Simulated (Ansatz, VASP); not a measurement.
**AlRu in VASP and in Ansatz**

INCAR

```
PREC = Accurate
ENCUT = 500
EDIFF = 1E-6
ISMEAR = -1
SIGMA = 0.15
LREAL = F
LASPH = T
NELM = 120
ALGO = Normal
ISIF = 2
LWAVE = F
LCHARG = F
NBANDS = 16
GGA_COMPAT = F
```

File KPOINTS:

```
Automatic mesh
0
Gamma
  11 11 11
```

The input POSCAR:

```
AlRu
1.0
    2.9916000000      0.0000000000      0.0000000000
    0.0000000000      2.9916000000      0.0000000000
    0.0000000000      0.0000000000      2.9916000000
Al Ru
1 1
Direct
    0.0000000000      0.0000000000      0.0000000000
    0.5000000000      0.5000000000      0.5000000000
```

Input for Ansatz:

```yaml
crystal:
  lattice:
    bravais: cubic
    a: 2.9916
  space_group: 221
  atoms:
    - { symbol: Al, position: [0.0, 0.0, 0.0] }
    - { symbol: Ru, position: [0.5, 0.5, 0.5] }
kpoints:
  mp_grid:
    grid: [11, 11, 11]
hamiltonian:
  xc: lda
  pseudopotentials:
    kind: paw
scf:
  occupations:
    method: fermi_dirac
    width: 0.15
output:
  stress: true
```

Alike in both runs: task single point; functional LDA; k mesh 11 × 11 × 11; occupations fermi-dirac, width 0.15 eV; no spin polarisation.

|  | VASP | Ansatz |
| --- | --- | --- |
| version | VASP 6.6.1 | Ansatz 0.2.0 |
| potentials or method | VASP PAW LDA potentials, release 64 (Al, Ru_pv) | plane waves, PAW |
| plane-wave cutoff (eV) | 500 | 420 |
| valence electrons in the cell | 17 | 19 |

```tsv
	VASP	Ansatz	Ansatz less VASP
pressure (GPa)	-7.1	-7.6	-0.51
```

LDA's correlation is that of Perdew and Zunger in VASP and of Perdew and Wang (1992) in Ansatz. VASP's potentials hold 17 valence electrons a cell and Ansatz's 19, so a difference there can come from the potentials and not from the codes.
